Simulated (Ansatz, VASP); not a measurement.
## Two plane-wave programs on Nb

```
Nb
1.0
    -1.74715    1.74715    1.74715
     1.74715   -1.74715    1.74715
     1.74715    1.74715   -1.74715
Nb
1
Cartesian
  0.0000 0.0000 0.0000
```

Change from the starting cell: strain +0.050 along x and y, +0.050 along z, atoms carried along.

Alike in both runs: task single point; functional PBE; k mesh 20 × 20 × 20; occupations gaussian, width 0.15 eV; no spin polarisation.

|  | VASP | Ansatz |
| --- | --- | --- |
| version | VASP 6.6.1 | Ansatz 0.2.0 |
| potentials or method | VASP PAW PBE potentials, release 64 (Nb_sv), cutoff 520 eV | scalar-relativistic, plane waves, PAW |
| valence electrons in the cell | 13 | 13 |

VASP gave:

```
gap on the k mesh at the Fermi level (eV) : none
pressure (GPa)                            : -20.4
```

Problem. Estimate Ansatz's values.

Solution. gap on the k mesh at the Fermi level (eV): none; pressure (GPa): -20.2.

A gap of «none» marks a metal or a gap that the smearing closes. With one functional, cell and mesh, what is left measures potentials, basis and numerics.
